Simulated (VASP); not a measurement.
Set up this calculation in VASP 6.6.1, as the native input.

| Item | Value |
| --- | --- |
| Task | single point |
| Functional | r2SCAN |
| Potentials or basis | VASP PAW PBE potentials, release 64 (C) |
| Cutoff | 520 eV |
| k mesh | 12 × 12 × 12 |
| Occupations | gaussian, width 0.02 eV |
| Spin | no spin polarisation |
| Dipole correction | no |
| Further INCAR settings | ALGO = Normal; EDIFF = 1e-06; NBANDS = 11 |

Crystal: C.

```
CELL_PARAMETERS angstrom
0.00000 1.78009 1.78009
1.78009 0.00000 1.78009
1.78009 1.78009 0.00000
ATOMIC_POSITIONS crystal
C 0.00000 0.00000 0.00000
C 0.25000 0.25000 0.25000
```

These files were run (other wordings do the same):

POSCAR

```
C
1.0
    0.0000000000      1.7800947488      1.7800947488
    1.7800947488      0.0000000000      1.7800947488
    1.7800947488      1.7800947488      0.0000000000
C
2
Direct
    0.0000000000      0.0000000000      0.0000000000
    0.2500000000      0.2500000000      0.2500000000
```

INCAR.step1

```
ALGO = Normal
EDIFF = 1E-4
ENCUT = 520
GGA = PE
ISMEAR = 0
LASPH = True
LCHARG = False
LREAL = False
LWAVE = True
NBANDS = 11
NELM = 100
PREC = Accurate
SIGMA = 0.02
```

INCAR.step2

```
ALGO = Normal
EDIFF = 1E-6
ENCUT = 520
ISIF = 2
ISMEAR = 0
ISTART = 1
LASPH = True
LCHARG = False
LMIXTAU = True
LREAL = False
LWAVE = False
METAGGA = R2SCAN
NBANDS = 11
NELM = 100
PREC = Accurate
SIGMA = 0.02
```

KPOINTS

```
k-points
0
Gamma
  12 12 12
```

Potentials or basis: VASP PAW PBE potentials, release 64 (C).

The run is started by

```sh
$ cat potpaw_PBE.64/C/POTCAR > POTCAR
$ cp INCAR.step1 INCAR
$ mpirun -np 1 vasp_std > vasp.out
$ cp INCAR.step2 INCAR
$ mpirun -np 1 vasp_std > vasp.out
```

It gave:

```yaml
Pressure: 1.2 GPa
Band_gap_on_the_k_mesh: 4.36 eV, indirect (least direct gap 5.85 eV)
```

Caveat: the PAW data sets were made with another functional, which shifts forces and pressure a little.

It took 24 s on 1 thread of Intel Xeon 6975P-C (shared host), peak memory 0.12 GiB.
